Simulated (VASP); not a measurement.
Ta: relaxation of cell and atoms with BLYP

Crystal: Ta.

```
CELL_PARAMETERS angstrom
-1.65290 1.65290 1.65290
1.65290 -1.65290 1.65290
1.65290 1.65290 -1.65290
ATOMIC_POSITIONS crystal
Ta 0.00000 0.00000 0.00000
```

| Quantity | Value |
| --- | --- |
| Program | VASP 6.6.1 |
| Task | relaxation of cell and atoms |
| Functional | BLYP |
| Potentials or basis | VASP PAW PBE potentials, release 64 (Ta_pv) |
| Cutoff | 600 eV |
| k mesh | 13 × 13 × 13 |
| Occupations | fermi-dirac, width 0.1 eV |
| Spin | no spin polarisation |
| Dipole correction | no |
| Further INCAR settings | ALGO = Normal; EDIFF = 1e-06; IBRION = 2; EDIFFG = -0.01; NSW = 80; ISIF = 3 |

```yaml
Relaxed_volume: 18.99 Å³/atom
Relaxed_cell: a = 2.911 Å, b = 2.911 Å, c = 2.911 Å, α = 109.47°, β = 109.47°, γ = 109.47°
Space_group_after_relaxing_to_0.05_Å: Im-3m (No. 229)
Energy_gained_by_relaxing: 27.3 meV/atom
Ionic_steps: 4
Pressure_after_relaxing: 0.0 GPa
```

Step by step:
| step | energy change (eV) | largest force (eV/Å) | pressure (GPa) | volume (Å³) |
| --- | --- | --- | --- | --- |
| 1 | 0.0000 | 0.0000 | 9.89 | 18.06 |
| 2 | 0.0885 | 0.0000 | -15.76 | 21.14 |
| 3 | -0.0273 | 0.0000 | -0.32 | 19.02 |
| 4 | -0.0273 | 0.0000 | -0.02 | 18.99 |

Final structure:
```cif
data_structure
_symmetry_space_group_name_H-M 'P 1'
_symmetry_Int_Tables_number 1
_cell_length_a 2.9109
_cell_length_b 2.9109
_cell_length_c 2.9109
_cell_angle_alpha 109.471
_cell_angle_beta 109.471
_cell_angle_gamma 109.471
_cell_volume 18.99
loop_
_atom_site_label
_atom_site_type_symbol
_atom_site_fract_x
_atom_site_fract_y
_atom_site_fract_z
_atom_site_occupancy
Ta1 Ta 0.00000 0.00000 0.00000 1
```

Levels at points of the mesh, in eV from the Fermi level:
```tsv
k point	band 4	band 5	band 6	band 7	band 8	band 9
(0.00, 0.00, 0.00)	-7.56	0.61	0.61	0.61	3.71	3.71
```

Wall time 64 s on 1 thread of Intel Xeon 8259CL, with other jobs on the host, peak memory 0.17 GiB.

Caveat: the PAW data sets were made with another functional, which shifts forces and pressure a little; spin-orbit coupling is left out, which moves the levels of the heavy elements. BLYP gives volumes clearly too large for solids.
